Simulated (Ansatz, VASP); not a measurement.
# SnO2: VASP beside Ansatz

```
Sn O
1.0
     5.46781    0.00000    0.00000
    -2.73390    4.73526    0.00000
     0.00000    0.00000    6.37469
Sn O
3 6
Cartesian
  2.4184 0.0000 4.2498
  -1.2092 2.0944 2.1249
  1.5247 2.6408 0.0000
  0.6701 1.8487 1.5958
  3.5318 -0.3441 5.8456
  3.9999 3.2306 3.7207
  1.2660 1.5046 4.7789
  -2.0638 2.8865 0.5291
  0.7978 5.0793 2.6540
```

Alike in both runs: functional PBE; k mesh 6 × 6 × 4; occupations gaussian, width 0.1 eV; no spin polarisation.

Ansatz relaxed the structure, and its values are those at the end. VASP's run is a single point on that final structure, the one shown.

```csv
,VASP,Ansatz
version,VASP 6.6.1,Ansatz 0.2.0
potentials or method,"VASP PAW PBE potentials, release 64 (Sn_d, O), cutoff 520 eV","scalar-relativistic, plane waves, PAW"
valence electrons in the cell,78,78
```

```csv
,VASP,Ansatz,Ansatz less VASP
gap on the k mesh at the Fermi level (eV),1.88,1.90,+0.023
least direct gap on the mesh (eV),1.91,1.93,+0.023
pressure (GPa),0.4,0.1,-0.34
rms of the force components (eV/Å),0.024,0.002,-0.0219
```
